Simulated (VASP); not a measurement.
Set up this calculation in VASP 6.6.1, as the native input.

| Property | Result |
| --- | --- |
| Task | relaxation of cell and atoms |
| Functional | PBE |
| Potentials or basis | VASP PAW PBE potentials, release 64 (Mg, O) |
| Cutoff | 600 eV |
| k mesh | 8 × 8 × 8 |
| Occupations | gaussian, width 0.1 eV |
| Spin | no spin polarisation |
| Dipole correction | no |
| Further INCAR settings | ALGO = Normal; EDIFF = 1e-06; IBRION = 2; EDIFFG = -0.01; NSW = 100; ISIF = 3 |

The structure of Mg4O lies in POSCAR:

```
Mg4O
1.0
    4.4157684563      0.0000000000      0.0000000000
    0.0000000000      4.4157684563      0.0000000000
    0.0000000000      0.0000000000      4.4157684563
Mg O
4 1
Direct
    0.5000000000      0.0000000000      0.0000000000
    0.0000000000      0.5000000000      0.0000000000
    0.0000000000      0.0000000000      0.5000000000
    0.5000000000      0.5000000000      0.5000000000
    0.0000000000      0.0000000000      0.0000000000
```

The cell was built from a structure type or drawn by symmetry, and may not be a known phase.

These files were run (other wordings do the same):

INCAR

```
PREC = Accurate
ENCUT = 600
EDIFF = 1E-6
ISMEAR = 0
SIGMA = 0.1
LREAL = False
LASPH = True
NELM = 80
ALGO = Normal
ISIF = 3
LWAVE = False
LCHARG = False
GGA = PE
IBRION = 2
NSW = 100
EDIFFG = -0.01
```

KPOINTS

```
Automatic mesh
0
Gamma
  8 8 8
```

Potentials or basis: VASP PAW PBE potentials, release 64 (Mg, O).

The run is started by

```sh
$ cat potpaw_PBE.64/Mg/POTCAR potpaw_PBE.64/O/POTCAR > POTCAR
$ mpirun -np 1 vasp_std > vasp.out
```

Results of the run:

```json
{"Relaxed volume": "17.27 Å³/atom", "Relaxed cell": "a = 4.420 Å, b = 4.420 Å, c = 4.420 Å, α = 90.00°, β = 90.00°, γ = 90.00°", "Space group after relaxing (to 0.1 Å)": "Pm-3m (No. 221)", "Energy gained by relaxing": "0.0 meV/atom", "Ionic steps": "2", "Pressure after relaxing": "0.0 GPa", "Band gap on the k mesh": "zero (bands 7 and 8 overlap by 2.66 eV)"}
```

Wall time 54 s on 1 thread of Intel Xeon 8259CL, on a shared host, peak memory 0.23 GiB.
